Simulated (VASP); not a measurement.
# HfO2 in VASP: notebook

HfO2 is run at these levels: LDA; tasks: single point.

Everything below comes from runs of VASP 6.6.1. Logs are shortened: lines on timing, memory, paths and dates and some standing lists are left out, and cuts for length are marked.

### 1 The cell of the first run

The structure is cubic, space group Fm-3m (No. 225). Conventional cell: a = 5.002 Å, b = 5.002 Å, c = 5.002 Å, α = 90.00°, β = 90.00°, γ = 90.00°. Hf (site symmetry m-3m) has 8 O at 2.17 Å within 2.9 Å. O (site symmetry -43m) has 4 Hf at 2.17 Å and 6 O at 2.50 Å within 2.9 Å.

### 2 Single point, LDA

Contents of INCAR:

```
SYSTEM = HfO2
ALGO = Normal
EDIFF = 1E-6
ENCUT = 520
ISIF = 2
ISMEAR = 0
LASPH = .TRUE.
LCHARG = .TRUE.
LELF = .TRUE.
LREAL = .FALSE.
LVHAR = .TRUE.
LWAVE = .FALSE.
NBANDS = 18
NELM = 80
PREC = Accurate
SIGMA = 0.05
```

Contents of KPOINTS:

```
k-points
0
G
  8 8 8
  0 0 0
```

Contents of POSCAR:

```
HfO2
1.0
    0.0000000000      2.5008001766      2.5008001766
    2.5008001766      0.0000000000      2.5008001766
    2.5008001766      2.5008001766      0.0000000000
Hf O
1 2
Direct
    0.0000000000      0.0000000000      0.0000000000
    0.2500000000      0.2500000000      0.2500000000
    0.7500000000      0.7500000000      0.7500000000
```

Potentials or basis: VASP PAW LDA potentials, release 64 (Hf_pv, O).

Started as:

```bash
> cat potpaw_LDA.64/Hf_pv/POTCAR potpaw_LDA.64/O/POTCAR > POTCAR
> mpirun -np 1 vasp_std > vasp.out
```

OUTCAR:

```text
SYSTEM = HfO2
   EDIFF = 1E-6
   ENCUT = 520
   ISIF = 2
   ISMEAR = 0
   LASPH = .TRUE.
   LREAL = .FALSE.
   NELM = 80
   PREC = Accurate

 ion  position               nearest neighbor table
   1  0.000  0.000  0.000-   3 2.17   3 2.17   3 2.17   2 2.17   2 2.17   2 2.17   3 2.17   2 2.17

   2  0.250  0.250  0.250-   1 2.17   1 2.17   1 2.17   1 2.17
   3  0.750  0.750  0.750-   1 2.17   1 2.17   1 2.17   1 2.17

  LATTYP: Found a face centered cubic cell.
 ALAT       =     5.0016003532

  Lattice vectors:

 A1 = (   0.0000000000,   2.5008001766,   2.5008001766)
 A2 = (   2.5008001766,   0.0000000000,   2.5008001766)
 A3 = (   2.5008001766,   2.5008001766,   0.0000000000)

Analysis of symmetry for initial positions (statically):
=====================================================================
 Subroutine PRICEL returns:
 Original cell was already a primitive cell.

 Routine SETGRP: Setting up the symmetry group for a
 face centered cubic supercell.

 Subroutine GETGRP returns: Found 48 space group operations
 (whereof 48 operations were pure point group operations)
 out of a pool of 48 trial point group operations.

The static configuration has the point symmetry O_h .

Analysis of symmetry for dynamics (positions and initial velocities):
=====================================================================
 Subroutine PRICEL returns:
 Original cell was already a primitive cell.

 Routine SETGRP: Setting up the symmetry group for a
 face centered cubic supercell.

 Subroutine GETGRP returns: Found 48 space group operations
 (whereof 48 operations were pure point group operations)
 out of a pool of 48 trial point group operations.

The dynamic configuration has the point symmetry O_h .

 Subroutine INISYM returns: Found 48 space group operations
 (whereof 48 operations are pure point group operations),
 and found     1 'primitive' translations

----------------------------------------------------------------------------------------

                                     Primitive cell

  volume of cell :      31.2800

  direct lattice vectors                    reciprocal lattice vectors
     0.000000000  2.500800177  2.500800177    -0.199936006  0.199936006  0.199936006
     2.500800177  0.000000000  2.500800177     0.199936006 -0.199936006  0.199936006
     2.500800177  2.500800177  0.000000000     0.199936006  0.199936006 -0.199936006

  length of vectors
     3.536665527  3.536665527  3.536665527     0.346299321  0.346299321  0.346299321

  position of ions in fractional coordinates (direct lattice)
     0.000000000  0.000000000  0.000000000
[... 83 lines left out ...]
   NSW    =      0    number of steps for IOM
   IBRION =     -1    ionic relax: 0-MD 1-quasi-New 2-CG
   NFREE  =      0    steps in history (QN), initial steepest desc. (CG)
   ISIF   =      2    stress and relaxation
   ISYM   =      2    0-nonsym 1-usesym 2-fastsym
   POTIM  = 0.5000    time-step for ionic-motion
   TEBEG  =    0.0;   TEEND  =   0.0 temperature during run
   PSTRESS=    0.0 pullay stress
   NELECT =      22.0000    total number of electrons
   NUPDOWN=      -1.0000    fix difference up-down
   EMIN   =  10.00;   EMAX   =-10.00  energy-range for DOS
   EFERMI =   0.00;   METHOD = LEGACY
   ISMEAR =     0;   SIGMA  =   0.05  broadening in eV -4-tet -1-fermi 0-gaus
   EFERMI_NEDOS =   21; number of points for ismear=-14 and -15
   IALGO  =     38    algorithm
   IMIX   =      4    mixing-type and parameters
     AMIX     =   0.40;   BMIX     =  1.00
     AMIX_MAG =   1.60;   BMIX_MAG =  1.00
  volume/ion in A,a.u.               =      10.43        70.36
  Fermi-wavevector in a.u.,A,eV,Ry     =   1.455884  2.751222 28.838879  2.119598
  Thomas-Fermi vector in A             =   2.572867
   LORBIT       =      0    0 simple, 1 ext, 2 COOP (PROOUT), +10 PAW based schemes
   GGA     = CA    functional components
   LHFCALC =     F    Hartree Fock is set to
   AEXX    =    0.0000 exact exchange contribution
   IVDW    =     0    specifies the selected vdW correction
   LEPSILON=     F    determine dielectric tensor
   LRPA    =     F    only Hartree local field effects (RPA)
 non-spin polarized calculation
 Gauss-broadening in eV      SIGMA  =   0.05
  energy-cutoff  :      520.00
  volume of cell :       31.28
 maximum number of plane-waves:       869
 NGX is ok and might be reduce to    28
   NGX = 13   NGY = 13   NGZ = 13

 number of electron      22.0000000 magnetization

 Free energy of the ion-electron system (eV)
  ---------------------------------------------------
  ext. energy  EPLUGINS =         0.00000000
  ---------------------------------------------------
  free energy    TOTEN  =       -33.06762088 eV

  energy without entropy =      -33.06762088  energy(sigma->0) =      -33.06762088

 E-fermi :   4.7272     XC(G=0): -12.5269

 val. band max:        4.4170383528   @ k =   0.5000   0.5000   0.0000
 cond. band min:       8.1179231352   @ k =   0.5000   0.5000   0.0000
 fundamental gap:      3.7008847825
 Fermi energy:         4.7272332975

 k-point     1 :       0.0000    0.0000    0.0000
  band No.  band energies     occupation
      1     -24.8969      2.00000
      2     -24.8969      2.00000
      3     -24.8969      2.00000
      4     -14.3182      2.00000
      5     -10.9445      2.00000
      6      -1.2473      2.00000
[... 481 lines left out ...]
      5     -11.8847      2.00000
      6      -0.6901      2.00000
[... 10 lines left out ...]
     17      15.4382      0.00000
     18      17.2222      0.00000

 [... further k-points ...]

------------------------ aborting loop because EDIFF is reached ----------------------------------------

  FORCE on cell =-STRESS in cart. coord.  units (eV):
  Direction    XX          YY          ZZ          XY          YZ          ZX
  --------------------------------------------------------------------------------------
  -------------------------------------------------------------------------------------
  Total       -0.6471927     -0.6471927     -0.6471927      0.0000000      0.0000000     -0.0000000
  in kB      -33.1495173    -33.1495173    -33.1495173      0.0000000      0.0000000     -0.0000000
  external PRESSURE =     -33.1495173 kB  Pullay stress =       0.0000000 kB

 VOLUME and BASIS-vectors are now :
 -----------------------------------------------------------------------------
  energy-cutoff  :      520.00
  volume of cell :       31.28
      direct lattice vectors                 reciprocal lattice vectors
     0.000000000  2.500800177  2.500800177    -0.199936006  0.199936006  0.199936006
     2.500800177  0.000000000  2.500800177     0.199936006 -0.199936006  0.199936006
     2.500800177  2.500800177  0.000000000     0.199936006  0.199936006 -0.199936006

 POSITION                                       TOTAL-FORCE (eV/Angst)
 -----------------------------------------------------------------------------------
      0.00000      0.00000      0.00000        -0.000000      0.000000      0.000000
      1.25040      1.25040      1.25040         0.000000      0.000000      0.000000
      3.75120      3.75120      3.75120        -0.000000     -0.000000     -0.000000
 -----------------------------------------------------------------------------------
    total drift:                                0.000000      0.000000      0.000000

  FREE ENERGIE OF THE ION-ELECTRON SYSTEM (eV)
  ---------------------------------------------------
  free  energy   TOTEN  =       -33.0676208840 eV

  energy  without entropy=      -33.0676208840  energy(sigma->0) =      -33.06762088
```

Run time: 9.8 s. Hardware: 1 thread of Intel Xeon Platinum 8488C (Sapphire Rapids), shared host; peak memory 0.15 GiB.

Results:

```yaml
Free_energy: -33.0676 eV
Pressure: -3.3 GPa
Band_gap_on_the_k_mesh: 3.70 eV
```

Caveat: the cell stands under tension; spin-orbit coupling is left out, which moves the levels of the heavy elements.

### 3 Single point, LDA (atoms displaced along several vibrational modes)

Contents of INCAR:

```
SYSTEM = HfO2
PREC     = Accurate       ! precision mode
ENCUT    = 520            ! plane-wave cutoff, eV
EDIFF    = 1E-6           ! SCF threshold, eV
ISMEAR   = 0              ! smearing method
SIGMA    = 0.05           ! smearing width, eV
LREAL    = .False.        ! projectors in reciprocal space
LASPH    = .True.         ! aspherical terms in the spheres
NELM     = 80             ! most SCF steps
ALGO     = Normal         ! electronic algorithm
ISIF     = 2              ! what is computed and relaxed
LWAVE    = .False.        ! write WAVECAR
LCHARG   = .False.        ! write CHGCAR
GGA      = CA             ! functional
NBANDS   = 18             ! bands
```

Contents of KPOINTS:

```
regular mesh
0
Gamma
  8 8 8
  0 0 0
```

Contents of POSCAR:

```
HfO2
1.0
    0.0000000000      2.5008001766      2.5008001766
    2.5008001766      0.0000000000      2.5008001766
    2.5008001766      2.5008001766      0.0000000000
Hf O
1 2
Direct
   -0.0021147393      0.0021147393      0.0021147393
    0.2617962244      0.2382037756      0.2382037756
    0.7617962244      0.7382037756      0.7382037756
```

Potentials or basis: VASP PAW LDA potentials, release 64 (Hf_pv, O).

Started as:

```bash
> cat potpaw_LDA.64/Hf_pv/POTCAR potpaw_LDA.64/O/POTCAR > POTCAR
> mpirun -np 1 vasp_std > vasp.out
```

Run time: 17 s. Hardware: 1 thread of Intel Xeon Platinum 8488C (Sapphire Rapids), shared host; peak memory 0.16 GiB.

Results (log left out):

```yaml
Free_energy: -33.0526 eV
Pressure: -2.7 GPa
Largest_force: 0.442 eV/Å
Band_gap_on_the_k_mesh: 3.70 eV
```

Forces on the atoms (eV/Å):
```
Hf  -0.442  0.000  0.000
O    0.221  0.000  0.000
O    0.221  0.000  0.000
```

Levels at points of the mesh, in eV from the valence-band top:
| k point | band 8 | band 9 | band 10 | band 11 | band 12 | band 13 | band 14 | band 15 |
| --- | --- | --- | --- | --- | --- | --- | --- | --- |
| (0.00, 0.00, 0.00) | -5.67 | -0.73 | -0.66 | -0.66 | 3.76 | 3.88 | 5.99 | 10.80 |
| (0.50, 0.00, 0.00) | -3.15 | -2.85 | -1.92 | -1.92 | 4.57 | 4.59 | 7.24 | 8.99 |
| (0.50, 0.50, 0.00) | -3.60 | -1.70 | -1.61 | 0.00 | 3.70 | 5.53 | 6.95 | 8.32 |
| (0.00, 0.50, 0.50) | -3.60 | -1.64 | -1.64 | -0.04 | 3.70 | 5.53 | 7.04 | 8.44 |

Caveat: the cell differs from its parent crystal (atoms displaced along several vibrational modes); spin-orbit coupling is left out, which moves the levels of the heavy elements. A k mesh can miss the band edges.

(Continued in part 2 of 2.)
